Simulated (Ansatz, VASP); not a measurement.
One calculation of WS2, two programs

```
CELL_PARAMETERS angstrom
1.58425 0.91467 6.18381
-1.58425 0.91467 6.18381
0.00000 -1.82933 6.18381
ATOMIC_POSITIONS crystal
W 0.00000 0.00000 0.00000
S 0.75030 0.75030 0.75030
S 0.58100 0.58100 0.58100
```

Change from the starting cell: volume scaled by 1.01.

Alike in both runs: task single point; functional PBE; k mesh 13 × 13 × 13; occupations fermi-dirac, width 0.08 eV; no spin polarisation.

|  | VASP | Ansatz |
| --- | --- | --- |
| version | VASP 6.6.1 | Ansatz 0.2.0 |
| potentials or method | VASP PAW PBE potentials, release 64 (W_sv, S), cutoff 520 eV | all-electron LAPW, scalar-relativistic |

```csv
,VASP,Ansatz,Ansatz less VASP
pressure (GPa),2.8,2.9,+0.10
"traceless stress, the component that is largest in VASP (GPa)",0.25,0.24,-0.009
rms of the force components (eV/Å),0.244,0.244,-0.0001
```

Atom by atom the forces differ by 0.001 eV/Å (rms over components). Ansatz ran all-electron here, and VASP with PAW potentials.

Neither program's run includes spin-orbit coupling.
